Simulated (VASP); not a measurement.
# CaS (Fm-3m) in VASP: single point with PBE

Aim: the single point of CaS with PBE.

Program: VASP 6.6.1. These are calculated values, not measurements. Logs are shortened: lines on timing, memory, paths and dates and some standing lists are left out, and cuts for length are marked.

## 1. The cell of the first run

The structure is cubic, space group Fm-3m (No. 225). The conventional cell has a = 5.712 Å, b = 5.712 Å, c = 5.712 Å, α = 90.00°, β = 90.00°, γ = 90.00°. Within 3.8 Å of Ca (site symmetry m-3m) lie 6 S at 2.86 Å. S (site symmetry m-3m) has 6 Ca at 2.86 Å within 3.8 Å.

## 2. Single point, PBE

Contents of INCAR:

```
PREC = Accurate
ENCUT = 500
EDIFF = 1E-6
ISMEAR = 0
SIGMA = 0.02
LREAL = False
LASPH = True
NELM = 120
ALGO = Normal
ISIF = 2
LWAVE = False
LCHARG = True
GGA = PE
LELF = True
LVHAR = True
NBANDS = 24
GGA_COMPAT = False
```

Contents of KPOINTS:

```
regular mesh
0
Gamma
  8 8 6
```

Contents of POSCAR:

```
CaS
1.0
    4.0388524507      0.0000000000      0.0000000000
    0.0000000000      4.0388524507      0.0000000000
    0.0000000000      0.0000000000      5.7117999122
Ca S
2 2
Direct
    0.0000000000      0.0000000000      0.0000000000
    0.5000000000      0.5000000000      0.5000000000
    0.5000000000      0.5000000000      0.0000000000
    0.0000000000      0.0000000000      0.5000000000
```

Potentials or basis: VASP PAW PBE potentials, release 64 (Ca_sv, S).

The run is started by

```console
$ cat potpaw_PBE.64/Ca_sv/POTCAR potpaw_PBE.64/S/POTCAR > POTCAR
$ mpirun -np 1 vasp_std > vasp.out
```

OUTCAR:

```text
PREC = Accurate
   ENCUT = 500
   EDIFF = 1E-6
   ISMEAR = 0
   LREAL = False
   LASPH = True
   NELM = 120
   ISIF = 2
   GGA = PE

 ion  position               nearest neighbor table
   1  0.000  0.000  0.000-   4 2.86   4 2.86   3 2.86   3 2.86   3 2.86   3 2.86
   2  0.500  0.500  0.500-   3 2.86   3 2.86   4 2.86   4 2.86   4 2.86   4 2.86
   3  0.500  0.500  0.000-   2 2.86   2 2.86   1 2.86   1 2.86   1 2.86   1 2.86
   4  0.000  0.000  0.500-   1 2.86   1 2.86   2 2.86   2 2.86   2 2.86   2 2.86

  LATTYP: Found a simple tetragonal cell.
 ALAT       =     4.0388524507
 C/A-ratio  =     1.4142135624

  Lattice vectors:

 A1 = (   4.0388524507,   0.0000000000,   0.0000000000)
 A2 = (   0.0000000000,   4.0388524507,   0.0000000000)
 A3 = (   0.0000000000,   0.0000000000,   5.7117999122)

Analysis of symmetry for initial positions (statically):
=====================================================================
 Subroutine PRICEL returns following result:

  LATTYP: Found a face centered cubic cell.
 ALAT       =     5.7117999122

  Lattice vectors:

 A1 = (  -2.0194262254,  -2.0194262254,  -2.8558999561)
 A2 = (   2.0194262253,  -2.0194262253,  -2.8558999561)
 A3 = (   0.0000000000,  -4.0388524507,   0.0000000000)

   2 primitive cells build up your supercell.

 Routine SETGRP: Setting up the symmetry group for a
 simple tetragonal supercell.

 Subroutine GETGRP returns: Found 16 space group operations
 (whereof 16 operations were pure point group operations)
 out of a pool of 16 trial point group operations.

The static configuration has the point symmetry D_4h.

Analysis of symmetry for dynamics (positions and initial velocities):
=====================================================================
 Subroutine PRICEL returns following result:

  LATTYP: Found a face centered cubic cell.
 ALAT       =     5.7117999122

  Lattice vectors:

 A1 = (  -2.0194262254,  -2.0194262254,  -2.8558999561)
 A2 = (   2.0194262253,  -2.0194262253,  -2.8558999561)
 A3 = (   0.0000000000,  -4.0388524507,   0.0000000000)

   2 primitive cells build up your supercell.

 Routine SETGRP: Setting up the symmetry group for a
 simple tetragonal supercell.

 Subroutine GETGRP returns: Found 16 space group operations
 (whereof 16 operations were pure point group operations)
 out of a pool of 16 trial point group operations.

The dynamic configuration has the point symmetry D_4h.

 Subroutine INISYM returns: Found 16 space group operations
 (whereof 16 operations are pure point group operations),
 and found     2 'primitive' translations

----------------------------------------------------------------------------------------

                                     Primitive cell

  volume of cell :      46.5864

  direct lattice vectors                    reciprocal lattice vectors
    -2.019426225 -2.019426225 -2.855899956    -0.247595081 -0.000000000 -0.175076161
     2.019426225 -2.019426225 -2.855899956     0.247595081 -0.000000000 -0.175076161
     0.000000000 -4.038852451  0.000000000     0.000000000 -0.247595081  0.175076161

  length of vectors
     4.038852451  4.038852451  4.038852451     0.303240806  0.303240806  0.303240806

  position of ions in fractional coordinates (direct lattice)
     0.000000000  0.000000000  0.000000000
     0.500000000  0.500000000  0.500000000

  ion indices of the primitive-cell ions
   primitive index   ion index
                 1           1
                 2           4

----------------------------------------------------------------------------------------

 KPOINTS: regular mesh

Automatic generation of k-mesh.
 Grid dimensions read from file:
 generate k-points for:    8    8    6

 Generating k-lattice:

  Cartesian coordinates                     Fractional coordinates (reciprocal lattice)
     0.030949385  0.000000000  0.000000000     0.125000000  0.000000000  0.000000000
     0.000000000  0.030949385  0.000000000     0.000000000  0.125000000  0.000000000
     0.000000000  0.000000000  0.029179360     0.000000000  0.000000000  0.166666667

  Length of vectors
     0.030949385  0.030949385  0.029179360

  Shift w.r.t. Gamma in fractional coordinates (k-lattice)
     0.000000000  0.000000000  0.000000000

 Subroutine IBZKPT returns following result:
 ===========================================

 Found     60 irreducible k-points:

 Following reciprocal coordinates:
            Coordinates               Weight
  0.000000  0.000000  0.000000      1.000000
  0.125000  0.000000  0.000000      4.000000
  0.250000  0.000000  0.000000      4.000000
  0.375000  0.000000  0.000000      4.000000
  0.500000  0.000000  0.000000      2.000000
  0.125000  0.125000  0.000000      4.000000
[... 16 lines left out ...]
  0.375000  0.125000  0.166667     16.000000
  0.500000  0.125000  0.166667      8.000000
 [... further k-points ...]
   k-points           NKPTS =     60   k-points in BZ     NKDIM =     60   number of bands    NBANDS=     24
   number of dos      NEDOS =    301   number of ions     NIONS =      4
   total plane-waves  NPLWV =  37800
   dimension x,y,z NGX =    30 NGY =   30 NGZ =   42
   dimension x,y,z NGXF=    60 NGYF=   60 NGZF=   84
   ions per type =               2   2
   NGX,Y,Z   is equivalent  to a cutoff of  12.35, 12.35, 12.22 a.u.
   NGXF,Y,Z  is equivalent  to a cutoff of  24.70, 24.70, 24.45 a.u.
 SYSTEM =  unknown system
   PREC   = accura    normal or accurate (medium, high low for compatibility)
   ISTART =      0    job   : 0-new  1-cont  2-samecut
   ICHARG =      2    charge: 1-file 2-atom 10-const
   ISPIN  =      1    spin polarized calculation?
   LNONCOLLINEAR =      F non collinear calculations
   LSORBIT =      F    spin-orbit coupling
   LASPH  =      T    aspherical Exc in radial PAW
   ENCUT  =  500.0 eV  36.75 Ry    6.06 a.u.   7.36  7.36 10.41*2*pi/ulx,y,z
   NELM   =    120;   NELMIN=  2; NELMDL= -5     # of ELM steps
   EDIFF  = 0.1E-05   stopping-criterion for ELM
   LREAL  =      F    real-space projection
   EDIFFG = 0.1E-04   stopping-criterion for IOM
   NSW    =      0    number of steps for IOM
   IBRION =     -1    ionic relax: 0-MD 1-quasi-New 2-CG
   NFREE  =      0    steps in history (QN), initial steepest desc. (CG)
   ISIF   =      2    stress and relaxation
   ISYM   =      2    0-nonsym 1-usesym 2-fastsym
   POTIM  = 0.5000    time-step for ionic-motion
   TEBEG  =    0.0;   TEEND  =   0.0 temperature during run
   PSTRESS=    0.0 pullay stress
   NELECT =      32.0000    total number of electrons
   NUPDOWN=      -1.0000    fix difference up-down
   EMIN   =  10.00;   EMAX   =-10.00  energy-range for DOS
   EFERMI =   0.00;   METHOD = LEGACY
   ISMEAR =     0;   SIGMA  =   0.02  broadening in eV -4-tet -1-fermi 0-gaus
   EFERMI_NEDOS =   21; number of points for ismear=-14 and -15
   IALGO  =     38    algorithm
   IMIX   =      4    mixing-type and parameters
     AMIX     =   0.40;   BMIX     =  1.00
     AMIX_MAG =   1.60;   BMIX_MAG =  1.00
  volume/ion in A,a.u.               =      23.29       157.19
  Fermi-wavevector in a.u.,A,eV,Ry     =   1.146468  2.166510 17.883338  1.314388
  Thomas-Fermi vector in A             =   2.283152
   LORBIT       =      0    0 simple, 1 ext, 2 COOP (PROOUT), +10 PAW based schemes
   GGA     = PE    functional components
   LHFCALC =     F    Hartree Fock is set to
   AEXX    =    0.0000 exact exchange contribution
   IVDW    =     0    specifies the selected vdW correction
   LEPSILON=     F    determine dielectric tensor
   LRPA    =     F    only Hartree local field effects (RPA)
 non-spin polarized calculation
 Gauss-broadening in eV      SIGMA  =   0.02
  energy-cutoff  :      500.00
  volume of cell :       93.17
 maximum number of plane-waves:      2405
 NGX is ok and might be reduce to    30
   NGX = 15   NGY = 15   NGZ = 21

 number of electron      31.9999997 magnetization

 Free energy of the ion-electron system (eV)
  ---------------------------------------------------
  ext. energy  EPLUGINS =         0.00000000
  ---------------------------------------------------
  free energy    TOTEN  =       -20.72984599 eV

  energy without entropy =      -20.72984599  energy(sigma->0) =      -20.72984599

 E-fermi :   2.8158     XC(G=0):  -9.2772

 val. band max:        2.6654786571   @ k =   0.0000   0.0000   0.0000
 cond. band min:       5.0425095421   @ k =   0.5000   0.5000   0.0000
 fundamental gap:      2.3770308850
 Fermi energy:         2.8158091033

 k-point     1 :       0.0000    0.0000    0.0000
  band No.  band energies     occupation
      1     -36.5628      2.00000
      2     -36.5486      2.00000
      3     -17.6594      2.00000
      4     -17.5884      2.00000
      5     -17.5884      2.00000
      6     -17.5417      2.00000
[... 16 lines left out ...]
     23       7.4174      0.00000
     24       8.2523      0.00000

 k-point     2 :       0.1250    0.0000    0.0000
  band No.  band energies     occupation
      1     -36.5617      2.00000
      2     -36.5486      2.00000
      3     -17.6540      2.00000
      4     -17.5996      2.00000
      5     -17.5851      2.00000
      6     -17.5567      2.00000
[... 16 lines left out ...]
     23       7.7854      0.00000
     24       8.5148      0.00000

 k-point     3 :       0.2500    0.0000    0.0000
  band No.  band energies     occupation
      1     -36.5589      2.00000
      2     -36.5488      2.00000
      3     -17.6391      2.00000
      4     -17.6257      2.00000
      5     -17.5935      2.00000
      6     -17.5763      2.00000
[... 16 lines left out ...]
     23       8.7599      0.00000
     24       8.9427      0.00000
[... 514 lines left out ...]
 k-point    23 :       0.3750    0.1250    0.1667
  band No.  band energies     occupation
      1     -36.5542      2.00000
      2     -36.5498      2.00000
      3     -17.6622      2.00000
      4     -17.6460      2.00000
      5     -17.5993      2.00000
      6     -17.5705      2.00000
[... 16 lines left out ...]
     23       9.0358      0.00000
     24       9.0418      0.00000

 k-point    24 :       0.5000    0.1250    0.1667
  band No.  band energies     occupation
      1     -36.5515      2.00000
      2     -36.5515      2.00000
      3     -17.6652      2.00000
      4     -17.6652      2.00000
      5     -17.5821      2.00000
      6     -17.5821      2.00000
[... 16 lines left out ...]
     23       9.0145      0.00000
     24       9.0145      0.00000

 [... further k-points ...]

------------------------ aborting loop because EDIFF is reached ----------------------------------------

  FORCE on cell =-STRESS in cart. coord.  units (eV):
  Direction    XX          YY          ZZ          XY          YZ          ZX
  --------------------------------------------------------------------------------------
  -------------------------------------------------------------------------------------
  Total        0.0836738      0.0836738      0.0834863      0.0000000      0.0000000     -0.0000000
  in kB        1.4388356      1.4388356      1.4356110      0.0000000      0.0000000     -0.0000000
  external PRESSURE =       1.4377608 kB  Pullay stress =       0.0000000 kB

 VOLUME and BASIS-vectors are now :
 -----------------------------------------------------------------------------
  energy-cutoff  :      500.00
  volume of cell :       93.17
      direct lattice vectors                 reciprocal lattice vectors
     4.038852451  0.000000000  0.000000000     0.247595081  0.000000000  0.000000000
     0.000000000  4.038852451  0.000000000     0.000000000  0.247595081  0.000000000
     0.000000000  0.000000000  5.711799912     0.000000000  0.000000000  0.175076161

 POSITION                                       TOTAL-FORCE (eV/Angst)
 -----------------------------------------------------------------------------------
      0.00000      0.00000      0.00000         0.000000      0.000000      0.000000
      2.01943      2.01943      2.85590        -0.000000     -0.000000      0.000000
      2.01943      2.01943      0.00000        -0.000000     -0.000000     -0.000000
      0.00000      0.00000      2.85590         0.000000      0.000000      0.000000
 -----------------------------------------------------------------------------------
    total drift:                                0.000000      0.000000      0.000000

  FREE ENERGIE OF THE ION-ELECTRON SYSTEM (eV)
  ---------------------------------------------------
  free  energy   TOTEN  =       -20.7298459905 eV

  energy  without entropy=      -20.7298459905  energy(sigma->0) =      -20.72984599
```

Wall time 1.8 min (1 thread of Intel Xeon 8259CL, shared host); peak memory 0.25 GiB.

What came out:

- Free energy: -20.7298 eV
- Pressure: 0.1 GPa
- Band gap on the k mesh: 2.38 eV
